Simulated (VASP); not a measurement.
# Be (P6_3/mmc) in VASP: further runs

Runs on Be. Level: PBE. Tasks: single point.

Program: VASP 6.6.1. These are calculated values, not measurements. Logs are shortened: lines on timing, memory, paths and dates and some standing lists are left out, and cuts for length are marked.

### 1 The cell of the first run

It takes space group P6_3/mmc (No. 194, hexagonal). Conventional cell: a = 2.317 Å, b = 2.317 Å, c = 3.488 Å, α = 90.00°, β = 90.00°, γ = 120.00°. Be (site symmetry -6m2) has 12 Be at 2.20 to 2.32 Å within 2.9 Å.

### 2 Single point, PBE

INCAR

```
SYSTEM = Be
ALGO     = Normal         ! electronic algorithm
EDIFF    = 1E-6           ! SCF threshold, eV
ENCUT    = 600            ! plane-wave cutoff, eV
GGA      = PE             ! functional
GGA_COMPAT= .FALSE.      
ISIF     = 2              ! what is computed and relaxed
ISMEAR   = -1             ! smearing method
LASPH    = .TRUE.         ! aspherical terms in the spheres
LCHARG   = .FALSE.        ! write CHGCAR
LREAL    = .FALSE.        ! projectors in reciprocal space
LWAVE    = .FALSE.        ! write WAVECAR
NBANDS   = 9              ! bands
NELM     = 120            ! most SCF steps
PREC     = Accurate       ! precision mode
SIGMA    = 0.05           ! smearing width, eV
```

KPOINTS

```
k-points
0
G
  16 16 9
  0 0 0
```

POSCAR

```
Be
1.0
    2.3166093701      0.0000000000      0.0000000000
   -1.1583046850      2.0062427118      0.0000000000
    0.0000000000      0.0000000000      3.4879725428
Be
2
Direct
    0.3333333333      0.6666666667      0.2500000000
    0.6666666667      0.3333333333      0.7500000000
```

Potentials or basis: VASP PAW PBE potentials, release 64 (Be).

The run is started by

```
$ cat potpaw_PBE.64/Be/POTCAR > POTCAR
$ mpirun -np 1 vasp_std > vasp.out
```

OUTCAR:

```text
SYSTEM = Be
   EDIFF = 1E-6
   ENCUT = 600
   GGA = PE
   ISIF = 2
   ISMEAR = -1
   LASPH = .TRUE.
   LREAL = .FALSE.
   NELM = 120
   PREC = Accurate

 ion  position               nearest neighbor table
   1  0.333  0.667  0.250-   2 2.20   2 2.20   2 2.20   2 2.20   2 2.20   2 2.20
   2  0.667  0.333  0.750-   1 2.20   1 2.20   1 2.20   1 2.20   1 2.20   1 2.20

  LATTYP: Found a hexagonal cell.
 ALAT       =     2.3166093701
 C/A-ratio  =     1.5056368967

  Lattice vectors:

 A1 = (   2.3166093701,   0.0000000000,   0.0000000000)
 A2 = (  -1.1583046850,   2.0062427118,   0.0000000000)
 A3 = (   0.0000000000,   0.0000000000,   3.4879725428)

Analysis of symmetry for initial positions (statically):
=====================================================================
 Subroutine PRICEL returns:
 Original cell was already a primitive cell.

 Routine SETGRP: Setting up the symmetry group for a
 hexagonal supercell.

 Subroutine GETGRP returns: Found 24 space group operations
 (whereof 12 operations were pure point group operations)
 out of a pool of 24 trial point group operations.

The static configuration has the point symmetry D_3d.
 The point group associated with its full space group is D_6h.

Analysis of symmetry for dynamics (positions and initial velocities):
=====================================================================
 Subroutine PRICEL returns:
 Original cell was already a primitive cell.

 Routine SETGRP: Setting up the symmetry group for a
 hexagonal supercell.

 Subroutine GETGRP returns: Found 24 space group operations
 (whereof 12 operations were pure point group operations)
 out of a pool of 24 trial point group operations.

The dynamic configuration has the point symmetry D_3d.
 The point group associated with its full space group is D_6h.

 Subroutine INISYM returns: Found 24 space group operations
 (whereof 12 operations are pure point group operations),
 and found     1 'primitive' translations

----------------------------------------------------------------------------------------

                                     Primitive cell

  volume of cell :      16.2110

  direct lattice vectors                    reciprocal lattice vectors
     2.316609370  0.000000000  0.000000000     0.431665352  0.249222089  0.000000000
    -1.158304685  2.006242712  0.000000000     0.000000000  0.498444178  0.000000000
     0.000000000  0.000000000  3.487972543     0.000000000  0.000000000  0.286699505

  length of vectors
     2.316609370  2.316609497  3.487972543     0.498444206  0.498444178  0.286699505

  position of ions in fractional coordinates (direct lattice)
[... 82 lines left out ...]
   NSW    =      0    number of steps for IOM
   IBRION =     -1    ionic relax: 0-MD 1-quasi-New 2-CG
   NFREE  =      0    steps in history (QN), initial steepest desc. (CG)
   ISIF   =      2    stress and relaxation
   ISYM   =      2    0-nonsym 1-usesym 2-fastsym
   POTIM  = 0.5000    time-step for ionic-motion
   TEBEG  =    0.0;   TEEND  =   0.0 temperature during run
   PSTRESS=    0.0 pullay stress
   NELECT =       4.0000    total number of electrons
   NUPDOWN=      -1.0000    fix difference up-down
   EMIN   =  10.00;   EMAX   =-10.00  energy-range for DOS
   EFERMI =   0.00;   METHOD = LEGACY
   ISMEAR =    -1;   SIGMA  =   0.05  broadening in eV -4-tet -1-fermi 0-gaus
   EFERMI_NEDOS =   21; number of points for ismear=-14 and -15
   IALGO  =     38    algorithm
   IMIX   =      4    mixing-type and parameters
     AMIX     =   0.40;   BMIX     =  1.00
     AMIX_MAG =   1.60;   BMIX_MAG =  1.00
  volume/ion in A,a.u.               =       8.11        54.70
  Fermi-wavevector in a.u.,A,eV,Ry     =   1.026814  1.940397 14.345257  1.054347
  Thomas-Fermi vector in A             =   2.160726
   LORBIT       =      0    0 simple, 1 ext, 2 COOP (PROOUT), +10 PAW based schemes
   GGA     = PE    functional components
   LHFCALC =     F    Hartree Fock is set to
   AEXX    =    0.0000 exact exchange contribution
   IVDW    =     0    specifies the selected vdW correction
   LEPSILON=     F    determine dielectric tensor
   LRPA    =     F    only Hartree local field effects (RPA)
 non-spin polarized calculation
  energy-cutoff  :      600.00
  volume of cell :       16.21
 maximum number of plane-waves:       565
 NGX is ok and might be reduce to    20
   NGX =  9   NGY =  9   NGZ = 13

 number of electron       4.0000000 magnetization

 Free energy of the ion-electron system (eV)
  ---------------------------------------------------
  ext. energy  EPLUGINS =         0.00000000
  ---------------------------------------------------
  free energy    TOTEN  =        -7.51615048 eV

  energy without entropy =       -7.51521689  energy(sigma->0) =       -7.51568369

 E-fermi :   6.8041     XC(G=0): -10.5217

 val. band max:        6.7675059431   @ k =   0.2500   0.1250   0.0000
 cond. band min:       6.8280118890   @ k =   0.2500   0.2500   0.1111
 fundamental gap:      0.0605059458
 Fermi energy:         6.8040677258

 k-point     1 :       0.0000    0.0000    0.0000
  band No.  band energies     occupation
      1      -4.3899      2.00000
      2       2.9002      2.00000
      3       8.6220      0.00000
      4      21.6227      0.00000
      5      21.6227      0.00000
      6      24.6588      0.00000
      7      24.6588      0.00000
      8      28.1159      0.00000
      9      32.8144      0.00000
[... 265 lines left out ...]
 k-point    24 :       0.2500    0.1875    0.0000
  band No.  band energies     occupation
      1      -0.3691      2.00000
      2       7.8391      0.00000
      3       7.9795      0.00000
      4      10.2584      0.00000
      5      14.4450      0.00000
      6      18.4426      0.00000
      7      21.4584      0.00000
      8      22.5949      0.00000
      9      23.7032      0.00000

 [... further k-points ...]
[... 5 lines left out ...]
  --------------------------------------------------------------------------------------
  -------------------------------------------------------------------------------------
  Total       -0.6794211     -0.6794212      0.7288436     -0.0000000      0.0000000      0.0000000
  in kB      -67.1491113    -67.1491211     72.0336814     -0.0000000      0.0000000      0.0000000
  external PRESSURE =     -20.7548504 kB  Pullay stress =       0.0000000 kB

 VOLUME and BASIS-vectors are now :
 -----------------------------------------------------------------------------
  energy-cutoff  :      600.00
  volume of cell :       16.21
      direct lattice vectors                 reciprocal lattice vectors
     2.316609370  0.000000000  0.000000000     0.431665352  0.249222089  0.000000000
    -1.158304685  2.006242712  0.000000000     0.000000000  0.498444178  0.000000000
     0.000000000  0.000000000  3.487972543     0.000000000  0.000000000  0.286699505

 POSITION                                       TOTAL-FORCE (eV/Angst)
 -----------------------------------------------------------------------------------
     -0.00000      1.33750      0.87199        -0.000000      0.000000      0.000000
      1.15830      0.66875      2.61598         0.000000     -0.000000      0.000000
 -----------------------------------------------------------------------------------
    total drift:                                0.000000     -0.000000      0.000000

  FREE ENERGIE OF THE ION-ELECTRON SYSTEM (eV)
  ---------------------------------------------------
  free  energy   TOTEN  =        -7.5161504788 eV

  energy  without entropy=       -7.5152168932  energy(sigma->0) =       -7.51568369
```

It took 27 s on 1 thread of Intel Xeon 8259CL, shared host; peak memory 0.14 GiB.

Results:

```
Free energy            : -7.5162 eV
Pressure               : -2.1 GPa
Band gap on the k mesh : zero (band 2 reaches 7.84 eV, above the bottom of band 3 at 5.92 eV)
```

Levels at points of the mesh, in eV from the Fermi level:
| k point | band 1 | band 2 | band 3 | band 4 | band 5 | band 6 |
| --- | --- | --- | --- | --- | --- | --- |
| (0.00, 0.00, 0.00) | -11.19 | -3.90 | 1.82 | 14.82 | 14.82 | 17.85 |
| (0.50, 0.00, 0.00) | -5.05 | -3.28 | 3.69 | 6.62 | 7.16 | 8.55 |

### 3 Single point, PBE

INCAR

```
PREC = Accurate
ENCUT = 600
EDIFF = 1E-6
ISMEAR = -1
SIGMA = 0.05
LREAL = False
LASPH = True
NELM = 120
ALGO = Normal
ISIF = 2
LWAVE = False
LCHARG = False
GGA = PE
NBANDS = 9
GGA_COMPAT = False
```

KPOINTS

```
Automatic mesh
0
Gamma
  16 16 9
```

POSCAR

```
Be
1.0
    2.3007416846      0.0000000000      0.0000000000
   -1.1503708423      1.9925008921      0.0000000000
    0.0000000000      0.0000000000      3.5362499362
Be
2
Direct
    0.3333333333      0.6666666667      0.2500000000
    0.6666666667      0.3333333333      0.7500000000
```

Potentials or basis: VASP PAW PBE potentials, release 64 (Be).

The run is started by

```
$ cat potpaw_PBE.64/Be/POTCAR > POTCAR
$ mpirun -np 1 vasp_std > vasp.out
```

Wall time 24 s (1 thread of Intel Xeon 8259CL, shared host); peak memory 0.14 GiB.

The run converged. Its results:

```yaml
Free_energy: -7.5309 eV
Pressure: -2.5 GPa
Band_gap_on_the_k_mesh: zero (band 2 reaches 7.85 eV, above the bottom of band 3 at 6.04 eV)
```

Stress tensor (GPa, compression positive):
```
-4.83  0.00  0.00
 0.00 -4.83  0.00
 0.00  0.00  2.28
```

Levels at points of the mesh, in eV from the Fermi level:
```tsv
k point	band 1	band 2	band 3	band 4	band 5	band 6	band 7
(0.00, 0.00, 0.00)	-11.18	-4.09	1.47	15.24	15.24	18.16	18.16
(0.50, 0.00, 0.00)	-4.97	-3.18	3.65	6.54	6.91	8.89	10.10
```
